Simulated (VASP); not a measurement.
Crystal: SiO2.

```
Si O
1.0
     4.41306    0.00000    0.00000
     0.00000    4.41584    0.00000
     0.00000    0.00000    2.98177
Si O
2 4
Direct
  0.50000 0.50000 0.50000
  0.00000 0.00000 0.00000
  0.30557 0.30657 0.00000
  0.80557 0.19343 0.50000
  0.19443 0.80657 0.50000
  0.69443 0.69343 0.00000
```

| Item | Value |
| --- | --- |
| Program | VASP 6.6.1 |
| Task | relaxation of cell and atoms |
| Functional | LDA |
| Potentials or basis | VASP PAW LDA potentials, release 64 (Si, O) |
| Cutoff | 600 eV |
| k mesh | 4 × 4 × 6 |
| Occupations | gaussian, width 0.1 eV |
| Spin | no spin polarisation |

At the start: pressure -48.6 GPa; volume 9.68 Å³/atom.

**Question.** Where does the relaxation end?

**Answer.** Over 7 steps the energy falls by 404.9 meV/atom and the volume is 7.66 Å³/atom (-20.9 %); space group P4_2/mnm (No. 136, to 0.05 Å).

Step by step:
| step | energy change (eV) | largest force (eV/Å) | pressure (GPa) | volume (Å³) |
| --- | --- | --- | --- | --- |
| 1 | 0.0000 | 0.4368 | -48.61 | 58.11 |
| 2 | 0.9422 | 3.5733 | 130.41 | 36.65 |
| 3 | -2.4008 | 0.4155 | -3.69 | 46.60 |
| 4 | -2.4080 | 0.4815 | -0.72 | 46.19 |
| 5 | -2.4085 | 0.5189 | 0.97 | 45.97 |
| 6 | -2.4223 | 0.3118 | 0.04 | 45.92 |
| 7 | -2.4291 | 0.0181 | 0.35 | 45.94 |

Final structure:
```
CELL_PARAMETERS angstrom
4.14810 0.00000 0.00000
0.00000 4.15074 0.00000
0.00000 0.00000 2.66797
ATOMIC_POSITIONS crystal
Si 0.50000 0.50000 0.50000
Si 0.00000 0.00000 0.00000
O 0.30478 0.30564 0.00000
O 0.80478 0.19436 0.50000
O 0.19522 0.80564 0.50000
O 0.69522 0.69436 0.00000
```

Caveat: the volume moved by over 15 % at a fixed basis, so the end points are rough; the relaxation stopped at a loose force limit of 0.05 eV/Å, so its end isn't a converged minimum.
